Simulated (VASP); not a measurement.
# BaTiO3 (Barioperovskite) (Amm2) in VASP: notebook, part 2 of 2

VASP 6.6.1.

## Step 3: Single point, PBE (biaxial xy strain -2.7%)

INCAR reads:

```
ALGO = Normal
EDIFF = 1E-6
ENCUT = 910
GGA = PE
GGA_COMPAT = F
ISIF = 2
ISMEAR = -1
LASPH = T
LCHARG = T
LELF = T
LREAL = F
LVHAR = T
LWAVE = F
NBANDS = 28
NELM = 120
PREC = Accurate
SIGMA = 0.02
```

KPOINTS reads:

```
k-points
0
Gamma
  6 6 6
```

POSCAR reads:

```
BaTiO3
1.0
    3.8571948921      0.0000000000      0.0000000000
    0.0000000000      2.7811586616      2.8742108424
    0.0000000000     -2.7811586616      2.8742108424
Ba Ti O
1 1 3
Direct
    0.0000000000      0.0062250858      0.0062250858
    0.5000000000      0.5197879801      0.5197879801
    0.0000000000      0.4895285715      0.4895285715
    0.5000000000      0.4949088701      0.9864294925
    0.5000000000      0.9864294925      0.4949088701
```

Potentials or basis: VASP PAW PBE potentials, release 64 (Ba_sv, Ti_sv, O_h).

Run with:

```
$ cat potpaw_PBE.64/Ba_sv/POTCAR potpaw_PBE.64/Ti_sv/POTCAR potpaw_PBE.64/O_h/POTCAR > POTCAR
$ mpirun -np 1 vasp_std > vasp.out
```

OUTCAR:

```text
EDIFF = 1E-6
   ENCUT = 910
   GGA = PE
   ISIF = 2
   ISMEAR = -1
   LASPH = T
   LREAL = F
   NELM = 120
   PREC = Accurate

 ion  position               nearest neighbor table
   1  0.000  0.006  0.006-   4 2.75   5 2.75   4 2.75   5 2.75   3 2.78   3 2.78   3 2.78   5 2.81
                             4 2.81   5 2.81   4 2.81   3 2.97   2 3.39   2 3.39   2 3.39   2 3.39
   2  0.500  0.520  0.520-   4 1.87   5 1.87   3 1.94   3 1.94   5 2.14   4 2.14   1 3.39   1 3.39
                             1 3.39   1 3.39   1 3.40   1 3.40   1 3.53   1 3.53
   3  0.000  0.490  0.490-   2 1.94   2 1.94   1 2.78   1 2.78   1 2.78   1 2.97
   4  0.500  0.495  0.986-   2 1.87   2 2.14   1 2.75   1 2.75   1 2.81   1 2.81
   5  0.500  0.986  0.495-   2 1.87   2 2.14   1 2.75   1 2.75   1 2.81   1 2.81

  LATTYP: Found a base centered orthorhombic cell.
 ALAT       =     5.5623173232
 B/A-ratio  =     1.0334580627
 C/A-ratio  =     0.6934510687

  Lattice vectors:

 A1 = (   0.0000000000,   2.7811586616,  -2.8742108424)
 A2 = (   0.0000000000,   2.7811586616,   2.8742108424)
 A3 = (   3.8571948921,   0.0000000000,   0.0000000000)

Analysis of symmetry for initial positions (statically):
=====================================================================
 Subroutine PRICEL returns:
 Original cell was already a primitive cell.

 Routine SETGRP: Setting up the symmetry group for a
 base centered orthorhombic supercell.

 Subroutine GETGRP returns: Found  4 space group operations
 (whereof  4 operations were pure point group operations)
 out of a pool of  8 trial point group operations.

The static configuration has the point symmetry C_2v.

Analysis of symmetry for dynamics (positions and initial velocities):
=====================================================================
 Subroutine PRICEL returns:
 Original cell was already a primitive cell.

 Routine SETGRP: Setting up the symmetry group for a
 base centered orthorhombic supercell.
[... 131 lines left out ...]
     AMIX_MAG =   1.60;   BMIX_MAG =  1.00
  volume/ion in A,a.u.               =      12.33        83.23
  Fermi-wavevector in a.u.,A,eV,Ry     =   1.417140  2.678007 27.324397  2.008287
  Thomas-Fermi vector in A             =   2.538401
   LORBIT       =      0    0 simple, 1 ext, 2 COOP (PROOUT), +10 PAW based schemes
   GGA     = PE    functional components
   LHFCALC =     F    Hartree Fock is set to
   AEXX    =    0.0000 exact exchange contribution
   IVDW    =     0    specifies the selected vdW correction
   LEPSILON=     F    determine dielectric tensor
   LRPA    =     F    only Hartree local field effects (RPA)
 non-spin polarized calculation
  energy-cutoff  :      910.00
  volume of cell :       61.67
 maximum number of plane-waves:      3872
 NGX is ok and might be reduce to    40
   NGX = 19   NGY = 19   NGZ = 19

 number of electron      40.0000002 magnetization

 Free energy of the ion-electron system (eV)
  ---------------------------------------------------
  ext. energy  EPLUGINS =         0.00000000
  ---------------------------------------------------
  free energy    TOTEN  =       -39.82809709 eV

  energy without entropy =      -39.82809709  energy(sigma->0) =      -39.82809709

 E-fermi :   4.9923     XC(G=0): -11.4575

 val. band max:        4.5330873114   @ k =   0.5000   0.5000   0.5000
 cond. band min:       6.6392174924   @ k =   0.0000   0.0000   0.0000
 fundamental gap:      2.1061301810
 Fermi energy:         4.9922812242

 k-point     1 :       0.0000    0.0000    0.0000
  band No.  band energies     occupation
      1     -51.7460      2.00000
      2     -28.0366      2.00000
      3     -28.0075      2.00000
      4     -27.9957      2.00000
      5     -20.2476      2.00000
      6     -12.4766      2.00000
[... 733 lines left out ...]
     27      13.0121      0.00000
     28      13.3022      0.00000

 [... further k-points ...]

------------------------ aborting loop because EDIFF is reached ----------------------------------------

  FORCE on cell =-STRESS in cart. coord.  units (eV):
  Direction    XX          YY          ZZ          XY          YZ          ZX
  --------------------------------------------------------------------------------------
  -------------------------------------------------------------------------------------
  Total        6.6427675      6.0329945      3.1687643      0.0000000      0.0000000      0.0000000
  in kB      172.5892199    156.7463896     82.3293237      0.0000000      0.0000000      0.0000000
  external PRESSURE =     137.2216444 kB  Pullay stress =       0.0000000 kB

 VOLUME and BASIS-vectors are now :
 -----------------------------------------------------------------------------
  energy-cutoff  :      910.00
  volume of cell :       61.67
      direct lattice vectors                 reciprocal lattice vectors
     3.857194892  0.000000000  0.000000000     0.259255762  0.000000000  0.000000000
     0.000000000  2.781158662  2.874210842     0.000000000  0.179781185  0.173960794
     0.000000000 -2.781158662  2.874210842     0.000000000 -0.179781185  0.173960794

 POSITION                                       TOTAL-FORCE (eV/Angst)
 -----------------------------------------------------------------------------------
      0.00000      0.00000      0.03578         0.000000      0.000000     -0.022868
      1.92860      0.00000      2.98796         0.000000      0.000000     -0.057811
      0.00000      0.00000      2.81402         0.000000      0.000000     -0.043058
      1.92860     -1.36700      4.25768         0.000000     -0.080607      0.061868
      1.92860      1.36700      4.25768         0.000000      0.080607      0.061868
 -----------------------------------------------------------------------------------
    total drift:                                0.000000     -0.000000      0.000377

  FREE ENERGIE OF THE ION-ELECTRON SYSTEM (eV)
  ---------------------------------------------------
  free  energy   TOTEN  =       -39.8280970940 eV

  energy  without entropy=      -39.8280970940  energy(sigma->0) =      -39.82809709
```

OSZICAR:

```text
N       E                     dE             d eps       ncg     rms          rms(c)
DAV:   1     0.598066248440E+03    0.59807E+03   -0.28912E+04  2912   0.236E+03
DAV:   2     0.617247963922E+02   -0.53634E+03   -0.51054E+03  3016   0.555E+02
DAV:   3    -0.434934244697E+02   -0.10522E+03   -0.99400E+02  4400   0.193E+02
DAV:   4    -0.500418858199E+02   -0.65485E+01   -0.65207E+01  3756   0.484E+01
DAV:   5    -0.503129966614E+02   -0.27111E+00   -0.27095E+00  4484   0.901E+00    0.249E+01
DAV:   6    -0.398246842157E+02    0.10488E+02   -0.53054E+01  4388   0.692E+01    0.100E+01
DAV:   7    -0.399418549846E+02   -0.11717E+00   -0.99977E+00  4036   0.229E+01    0.756E+00
DAV:   8    -0.398076350665E+02    0.13422E+00   -0.71994E-01  3548   0.782E+00    0.362E+00
DAV:   9    -0.398436279533E+02   -0.35993E-01   -0.28041E-01  4300   0.449E+00    0.129E+00
DAV:  10    -0.398301866583E+02    0.13441E-01   -0.93864E-02  3388   0.333E+00    0.574E-01
DAV:  11    -0.398281425131E+02    0.20441E-02   -0.11322E-02  4064   0.660E-01    0.116E-01
DAV:  12    -0.398281499608E+02   -0.74477E-05   -0.74550E-04  3796   0.252E-01    0.775E-02
DAV:  13    -0.398280930405E+02    0.56920E-04   -0.42064E-04  3636   0.231E-01    0.243E-02
DAV:  14    -0.398280991589E+02   -0.61184E-05   -0.95236E-05  4340   0.746E-02    0.149E-02
DAV:  15    -0.398280981943E+02    0.96462E-06   -0.29913E-05  3908   0.535E-02    0.124E-02
DAV:  16    -0.398280970764E+02    0.11179E-05   -0.48930E-06  3188   0.234E-02    0.141E-03
DAV:  17    -0.398280970940E+02   -0.17631E-07   -0.37826E-07  1956   0.571E-03
   1 F= -.39828097E+02 E0= -.39828097E+02  d E =-.847553E-12
```

Run time: 2.3 min. Hardware: 1 thread of Intel Xeon Platinum 8488C (Sapphire Rapids), shared host; peak memory 0.38 GiB.

Results:

```yaml
Free_energy: -39.8281 eV
Pressure: 13.7 GPa
Largest_force: 0.102 eV/Å
Band_gap_on_the_k_mesh: 2.11 eV, indirect (least direct gap 2.39 eV)
```

Forces in eV/Å, atoms in the order of the input:
```
Ba   0.000  0.000 -0.023
Ti   0.000  0.000 -0.058
O    0.000  0.000 -0.043
O    0.000 -0.081  0.062
O    0.000  0.081  0.062
```

Levels at points of the mesh, in eV from the valence-band top:
```tsv
k point	band 17	band 18	band 19	band 20	band 21	band 22	band 23	band 24
(0.00, 0.00, 0.00)	-1.17	-0.50	-0.47	-0.28	2.11	2.34	2.49	4.50
(0.50, 0.00, 0.00)	-1.93	-1.81	-1.21	-0.87	2.49	3.95	4.07	4.44
(0.00, 0.50, 0.00)	-1.88	-1.72	-0.93	-0.78	2.43	3.81	3.83	4.57
(0.50, 0.50, 0.00)	-1.69	-0.87	-0.86	-0.11	3.84	4.04	4.32	5.07
(0.00, 0.50, 0.50)	-1.62	-1.10	-0.93	-0.29	3.77	3.92	4.15	5.56
(0.50, 0.50, 0.50)	-2.25	-0.19	-0.04	0.00	4.45	4.53	4.61	6.59
```

Caveat: the cell differs from its parent crystal (biaxial xy strain -2.7%); the cutoff is under 1.25 times the usual one of these potentials, so pressure, stress and relaxed cells hold a basis-set (Pulay) error; spin-orbit coupling is left out, which moves the levels of the heavy elements. A k mesh can miss the band edges.
